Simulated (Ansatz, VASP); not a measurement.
Zr4ScO: VASP beside Ansatz

```xyz
6
Lattice="3.0787 0.0000 0.0000 0.0000 5.8372 0.0000 0.0000 0.0000 7.7464" Properties=species:S:1:pos:R:3 pbc="T T T"
Zr    1.5394    0.0000    5.2665
Zr    1.5394    2.9186    2.3469
Zr    1.5394    2.9186    5.3995
Zr    1.5394    0.0000    2.4799
Sc    0.0000    0.0000    0.0000
O     0.0000    2.9186    3.8732
```

Change from the starting cell: species swapped into the HfZrB4 type (Pmmm, No. 47).

Alike in both runs: functional PBE; k mesh 12 × 6 × 6; occupations gaussian, width 0.1 eV; no spin polarisation.

Ansatz relaxed the structure, and its values are those at the end. VASP's run is a single point on that final structure, the one shown.

```csv
,VASP,Ansatz
version,VASP 6.6.1,Ansatz 0.2.0
potentials or method,"VASP PAW PBE potentials, release 64 (Zr_sv, Sc_sv, O), cutoff 600 eV","scalar-relativistic, plane waves, PAW"
valence electrons in the cell,65,65
```

Ansatz gave:

| Property | Result |
| --- | --- |
| gap on the k mesh at the Fermi level (eV) | none |
| pressure (GPa) | 0.0 |
| rms of the force components (eV/Å) | 0.001 |

Question: Which values does VASP return?

Answer: gap on the k mesh at the Fermi level (eV): none; pressure (GPa): 0.0; rms of the force components (eV/Å): 0.009.

A gap of «none» marks a metal or a gap that the smearing closes.
